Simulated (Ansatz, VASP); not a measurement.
**P: VASP beside Ansatz**

```xyz
2
Lattice="0.0000 2.7115 2.7115 2.7115 0.0000 2.7115 2.7115 2.7115 0.0000" Properties=species:S:1:pos:R:3 pbc="T T T"
P     0.6779    0.6779    0.6779
P     4.7452    4.7452    4.7452
```

Alike in both runs: functional r2SCAN; k mesh 10 × 10 × 10; occupations fermi-dirac, width 0.1 eV; no spin polarisation.

Ansatz relaxed the structure, and its values are those at the end. VASP's run is a single point on that final structure, the one shown.

|  | VASP | Ansatz |
| --- | --- | --- |
| version | VASP 6.6.1 | Ansatz 0.2.0 |
| potentials or method | VASP PAW PBE potentials, release 64 (P), cutoff 520 eV | plane waves (500 eV) with PAW, scalar-relativistic |
| valence electrons in the cell | 10 | 10 |

Ansatz gave:

* pressure (GPa): 0.0

Estimate VASP's values.

pressure (GPa): -0.2.

VASP's potentials were made for PBE, not for r2SCAN. The functional is the same, so the differences come from potentials, cutoffs and numerics.
